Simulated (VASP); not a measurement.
# GeS (Pnma) in VASP: single point with PBE

Aim: the single point of GeS with PBE.

Everything below comes from runs of VASP 6.6.1. Logs are shortened: lines on timing, memory, paths and dates and some standing lists are left out, and cuts for length are marked.

### 1 The cell of the first run

Symmetry: Pnma, No. 62, orthorhombic system. The conventional cell has a = 10.481 Å, b = 3.646 Å, c = 4.299 Å, α = 90.00°, β = 90.00°, γ = 90.00°. Ge (site symmetry m) has 6 S at 2.44 to 3.28 Å and 2 Ge at 3.33 Å within 3.4 Å. Within 3.3 Å of S (site symmetry m) lie 6 Ge at 2.44 to 3.28 Å.

### 2 Single point, PBE

Contents of POSCAR:

```
GeS
1.0
   10.4810000000      0.0000000000      0.0000000000
    0.0000000000      3.6460000000      0.0000000000
    0.0000000000      0.0000000000      4.2990000000
Ge S
4 4
Direct
    0.1221000000      0.2500000000      0.1277000000
    0.3779000000      0.7500000000      0.6277000000
    0.6221000000      0.2500000000      0.3723000000
    0.8779000000      0.7500000000      0.8723000000
    0.8495000000      0.2500000000      0.5023000000
    0.6505000000      0.7500000000      0.0023000000
    0.3495000000      0.2500000000      0.9977000000
    0.1505000000      0.7500000000      0.4977000000
```

Contents of INCAR.step1:

```
PREC = Accurate ; ENCUT = 410
EDIFF = 1E-6 ; ISMEAR = 0
SIGMA = 0.01 ; LREAL = False
LASPH = True ; NELM = 120
ALGO = Normal ; ISIF = 2
LWAVE = False ; LCHARG = True
GGA = PE ; NBANDS = 50
GGA_COMPAT = False ; NEDOS = 2001
LORBIT = 11
```

Contents of KPOINTS.step1:

```
regular mesh
0
Gamma
  2 6 6
```

Contents of INCAR.step2:

```
PREC = Accurate ; ENCUT = 410
EDIFF = 1E-6 ; ISMEAR = -5
SIGMA = 0.01 ; LREAL = False
LASPH = True ; NELM = 120
ALGO = Normal ; ISIF = 2
LWAVE = False ; LCHARG = False
GGA = PE ; LORBIT = 10
NBANDS = 50 ; NEDOS = 1001
ICHARG = 11 ; GGA_COMPAT = False
```

Contents of KPOINTS.step2:

```
regular mesh
0
Gamma
  3 9 9
```

Potentials or basis: VASP PAW PBE potentials, release 64 (Ge_d, S).

Command:

```console
cat potpaw_PBE.64/Ge_d/POTCAR potpaw_PBE.64/S/POTCAR > POTCAR
cp INCAR.step1 INCAR
cp KPOINTS.step1 KPOINTS
mpirun -np 1 vasp_std > vasp.out
cp INCAR.step2 INCAR
cp KPOINTS.step2 KPOINTS
mpirun -np 1 vasp_std > vasp.out
```

OUTCAR:

```text
PREC = Accurate
   ENCUT = 410
   EDIFF = 1E-6
   ISMEAR = -5
   LREAL = False
   LASPH = True
   NELM = 120
   ISIF = 2
   GGA = PE
   LORBIT = 10
   ICHARG = 11

 ion  position               nearest neighbor table
   1  0.122  0.250  0.128-   8 2.44   8 2.44   7 2.45
   2  0.378  0.750  0.628-   7 2.44   7 2.44   8 2.45
   3  0.622  0.250  0.372-   6 2.44   6 2.44   5 2.45
   4  0.878  0.750  0.872-   5 2.44   5 2.44   6 2.45
   5  0.849  0.250  0.502-   4 2.44   4 2.44   3 2.45
   6  0.651  0.750  0.002-   3 2.44   3 2.44   4 2.45
   7  0.349  0.250  0.998-   2 2.44   2 2.44   1 2.45
   8  0.151  0.750  0.498-   1 2.44   1 2.44   2 2.45

  LATTYP: Found a simple orthorhombic cell.
 ALAT       =     3.6460000000
 B/A-ratio  =     1.1791003840
 C/A-ratio  =     2.8746571585

  Lattice vectors:

 A1 = (   0.0000000000,   3.6460000000,   0.0000000000)
 A2 = (   0.0000000000,   0.0000000000,   4.2990000000)
 A3 = (  10.4810000000,   0.0000000000,   0.0000000000)

Analysis of symmetry for initial positions (statically):
=====================================================================
 Subroutine PRICEL returns:
 Original cell was already a primitive cell.

 Routine SETGRP: Setting up the symmetry group for a
 simple orthorhombic supercell.

 Subroutine GETGRP returns: Found  8 space group operations
 (whereof  2 operations were pure point group operations)
 out of a pool of  8 trial point group operations.

The static configuration has the point symmetry S_2 .
 The point group associated with its full space group is D_2h.

Analysis of symmetry for dynamics (positions and initial velocities):
=====================================================================
 Subroutine PRICEL returns:
 Original cell was already a primitive cell.

 Routine SETGRP: Setting up the symmetry group for a
 simple orthorhombic supercell.

 Subroutine GETGRP returns: Found  8 space group operations
 (whereof  2 operations were pure point group operations)
 out of a pool of  8 trial point group operations.

The dynamic configuration has the point symmetry S_2 .
 The point group associated with its full space group is D_2h.

 Subroutine INISYM returns: Found  8 space group operations
 (whereof  2 operations are pure point group operations),
 and found     1 'primitive' translations
[... 117 lines left out ...]
   POTIM  = 0.5000    time-step for ionic-motion
   TEBEG  =    0.0;   TEEND  =   0.0 temperature during run
   PSTRESS=    0.0 pullay stress
   NELECT =      80.0000    total number of electrons
   NUPDOWN=      -1.0000    fix difference up-down
   EMIN   =  10.00;   EMAX   =-10.00  energy-range for DOS
   EFERMI =   0.00;   METHOD = LEGACY
   ISMEAR =    -5;   SIGMA  =   0.01  broadening in eV -4-tet -1-fermi 0-gaus
   EFERMI_NEDOS =   21; number of points for ismear=-14 and -15
   IALGO  =     38    algorithm
   IMIX   =      4    mixing-type and parameters
     AMIX     =   0.40;   BMIX     =  1.00
     AMIX_MAG =   1.60;   BMIX_MAG =  1.00
  volume/ion in A,a.u.               =      20.54       138.58
  Fermi-wavevector in a.u.,A,eV,Ry     =   1.287980  2.433930 22.570613  1.658893
  Thomas-Fermi vector in A             =   2.419962
   LORBIT       =     10    0 simple, 1 ext, 2 COOP (PROOUT), +10 PAW based schemes
   GGA     = PE    functional components
   LHFCALC =     F    Hartree Fock is set to
   AEXX    =    0.0000 exact exchange contribution
   IVDW    =     0    specifies the selected vdW correction
   LEPSILON=     F    determine dielectric tensor
   LRPA    =     F    only Hartree local field effects (RPA)
 non-spin polarized calculation
 Fermi weights with tetrahedron method with Bloechl corrections
  energy-cutoff  :      410.00
  volume of cell :      164.28
 maximum number of plane-waves:      3127
 NGX is ok and might be reduce to    70

 number of electron      80.0000070 magnetization

 Free energy of the ion-electron system (eV)
  ---------------------------------------------------
  ext. energy  EPLUGINS =         0.00000000
  ---------------------------------------------------
  free energy    TOTEN  =       -36.58162012 eV

  energy without entropy =      -36.58162012  energy(sigma->0) =      -36.58162012

 E-fermi :   4.9831     XC(G=0): -10.1140

 val. band max:        4.9828796214   @ k =   0.0000   0.0000   0.0000
 cond. band min:       6.1050795502   @ k =   0.0000   0.0000   0.0000
 fundamental gap:      1.1221999288
 Fermi energy:         4.9831370034

 k-point     1 :       0.0000    0.0000    0.0000
  band No.  band energies     occupation
      1     -19.4119      2.00000
      2     -19.4082      2.00000
      3     -19.4037      2.00000
      4     -19.4012      2.00000
      5     -19.4005      2.00000
      6     -19.3990      2.00000
[... 1261 lines left out ...]
     49       9.4960      0.00000
     50       9.9430      0.00000

 [... further k-points ...]
[... 5 lines left out ...]
  --------------------------------------------------------------------------------------
  -------------------------------------------------------------------------------------
  Total        1.8654124      2.2854307      2.1748347      0.0000000      0.0000000      0.0000000
  in kB       18.1927612     22.2890629     21.2104563      0.0000000      0.0000000      0.0000000
  external PRESSURE =      20.5640935 kB  Pullay stress =       0.0000000 kB

 VOLUME and BASIS-vectors are now :
 -----------------------------------------------------------------------------
  energy-cutoff  :      410.00
  volume of cell :      164.28
      direct lattice vectors                 reciprocal lattice vectors
    10.481000000  0.000000000  0.000000000     0.095410743  0.000000000  0.000000000
     0.000000000  3.646000000  0.000000000     0.000000000  0.274273176  0.000000000
     0.000000000  0.000000000  4.299000000     0.000000000  0.000000000  0.232612235

 POSITION                                       TOTAL-FORCE (eV/Angst)
 -----------------------------------------------------------------------------------
      1.27973      0.91150      0.54898        -0.102388     -0.000000     -0.117346
      3.96077      2.73450      2.69848         0.102388     -0.000000     -0.117346
      6.52023      0.91150      1.60052        -0.102388      0.000000      0.117346
      9.20127      2.73450      3.75002         0.102388     -0.000000      0.117346
      8.90361      0.91150      2.15939         0.052563      0.000000     -0.119388
      6.81789      2.73450      0.00989        -0.052563      0.000000     -0.119388
      3.66311      0.91150      4.28911         0.052563      0.000000      0.119388
      1.57739      2.73450      2.13961        -0.052563     -0.000000      0.119388
 -----------------------------------------------------------------------------------
    total drift:                                0.000000      0.000000     -0.000000

  FREE ENERGIE OF THE ION-ELECTRON SYSTEM (eV)
  ---------------------------------------------------
  free  energy   TOTEN  =       -36.5816201233 eV

  energy  without entropy=      -36.5816201233  energy(sigma->0) =      -36.58162012

 total charge

# of ion       s       p       d       tot
------------------------------------------
    1        1.308   0.810  10.041  12.159
    2        1.308   0.810  10.041  12.159
    3        1.308   0.810  10.041  12.159
    4        1.308   0.810  10.041  12.159
    5        1.354   2.344   0.000   3.698
    6        1.354   2.344   0.000   3.698
    7        1.354   2.344   0.000   3.698
    8        1.354   2.344   0.000   3.698
--------------------------------------------------
tot         10.648  12.616  40.165  63.430
```

OUTCAR.step1:

```text
PREC = Accurate
   ENCUT = 410
   EDIFF = 1E-6
   ISMEAR = 0
   LREAL = False
   LASPH = True
   NELM = 120
   ISIF = 2
   GGA = PE
   LORBIT = 11

[... 1525 lines left out ...]
  free  energy   TOTEN  =       -36.5634807973 eV

  energy  without entropy=      -36.5634807973  energy(sigma->0) =      -36.56348080

 total charge

# of ion       s       p       d       tot
------------------------------------------
    1        1.308   0.809  10.041  12.159
    2        1.308   0.809  10.041  12.159
    3        1.308   0.809  10.041  12.159
    4        1.308   0.809  10.041  12.159
    5        1.354   2.346   0.000   3.700
    6        1.354   2.346   0.000   3.700
    7        1.354   2.346   0.000   3.700
    8        1.354   2.346   0.000   3.700
--------------------------------------------------
tot         10.649  12.619  40.165  63.433
```

OSZICAR.step1:

```text
N       E                     dE             d eps       ncg     rms          rms(c)
DAV:   1     0.857604433640E+03    0.85760E+03   -0.31748E+04  4066   0.320E+03
DAV:   2     0.134775864949E+03   -0.72283E+03   -0.68989E+03  3200   0.869E+02
DAV:   3    -0.240974127413E+02   -0.15887E+03   -0.15141E+03  3712   0.213E+02
DAV:   4    -0.368856308236E+02   -0.12788E+02   -0.12593E+02  3878   0.677E+01
DAV:   5    -0.373200736729E+02   -0.43444E+00   -0.43272E+00  3826   0.127E+01    0.133E+01
DAV:   6    -0.365750113196E+02    0.74506E+00   -0.14601E+00  4518   0.642E+00    0.868E+00
DAV:   7    -0.365736042835E+02    0.14070E-02   -0.65457E-01  4144   0.292E+00    0.193E+00
DAV:   8    -0.365629157477E+02    0.10689E-01   -0.76375E-02  4350   0.193E+00    0.415E-01
DAV:   9    -0.365633189813E+02   -0.40323E-03   -0.10329E-02  3848   0.623E-01    0.151E-01
DAV:  10    -0.365634232970E+02   -0.10432E-03   -0.86899E-04  3946   0.146E-01    0.694E-02
DAV:  11    -0.365634782644E+02   -0.54967E-04   -0.83799E-05  4366   0.597E-02    0.244E-02
DAV:  12    -0.365634789714E+02   -0.70703E-06   -0.22395E-05  3370   0.223E-02    0.894E-03
DAV:  13    -0.365634808700E+02   -0.18986E-05   -0.66349E-06  3242   0.185E-02    0.381E-03
DAV:  14    -0.365634807973E+02    0.72701E-07   -0.94959E-07  2036   0.799E-03
   1 F= -.36563481E+02 E0= -.36563481E+02  d E =-.444085E-14
```

Wall time 3.5 min (1 thread of Intel Xeon Platinum 8488C (Sapphire Rapids), shared host); peak memory 0.34 GiB.

Results:

```yaml
Valence_electrons_inside_the_program's_atomic_spheres: Ge 12.16; S 3.70
```
